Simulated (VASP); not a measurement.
Here is a VASP 6.6.1 calculation.

The input POSCAR:

```
Ga2O3
1.0
    6.1277564843     -1.5198160645      0.0018938459
    6.1277564843      1.5198160645      0.0018938459
   -1.3889536720      0.0000000000      5.6402464447
Ga O
4 6
Direct
    0.3412130103      0.3412130103      0.6857108436
    0.6587869897      0.6587869897      0.3142891564
    0.9095355277      0.9095355277      0.2053928235
    0.0904644723      0.0904644723      0.7946071765
    0.5037002987      0.5037002987      0.7437531630
    0.4962997013      0.4962997013      0.2562468370
    0.8266481304      0.8266481304      0.4364734967
    0.1733518696      0.1733518696      0.5635265033
    0.8358338612      0.8358338612      0.8909193379
    0.1641661388      0.1641661388      0.1090806621
```

Contents of INCAR.step1:

```
SYSTEM = Ga2O3
ALGO = Normal
EDIFF = 1E-5
ENCUT = 660
GGA = PE
GGA_COMPAT = .FALSE.
ISMEAR = -1
KPAR = 4
LASPH = .TRUE.
LCHARG = .FALSE.
LREAL = .FALSE.
LWAVE = .TRUE.
NBANDS = 55
NELM = 120
PREC = Accurate
SIGMA = 0.05
```

Contents of INCAR.step2:

```
SYSTEM = Ga2O3
ALGO = Normal
EDIFF = 1E-6
ENCUT = 660
GGA_COMPAT = .FALSE.
ISIF = 2
ISMEAR = -1
ISTART = 1
KPAR = 4
LASPH = .TRUE.
LCHARG = .TRUE.
LMIXTAU = .TRUE.
LREAL = .FALSE.
LVHAR = .TRUE.
LWAVE = .FALSE.
METAGGA = R2SCAN
NBANDS = 55
NELM = 120
PREC = Accurate
SIGMA = 0.05
```

File KPOINTS:

```
k-points
0
G
  9 9 5
  0 0 0
```

Potentials or basis: VASP PAW PBE potentials, release 64 (Ga_d, O).

Run with:

```console
$ cat potpaw_PBE.64/Ga_d/POTCAR potpaw_PBE.64/O/POTCAR > POTCAR
$ cp INCAR.step1 INCAR
$ mpirun -np 4 vasp_std > vasp.out
$ cp INCAR.step2 INCAR
$ mpirun -np 4 vasp_std > vasp.out
```

Task: Estimate the pressure.

Result: 1.5 GPa.

Task: What does it give for the band gap on the k mesh?

Result: 3.01 eV (least direct gap 3.04 eV).

Stress tensor (GPa, compression positive):
```
1.36 0.00 0.06
0.00 1.70 0.00
0.06 0.00 1.40
```

Caveat: the PAW data sets were made with another functional, which shifts forces and pressure a little. r2SCAN opens gaps a little over a GGA but as a rule still falls short of measured ones.
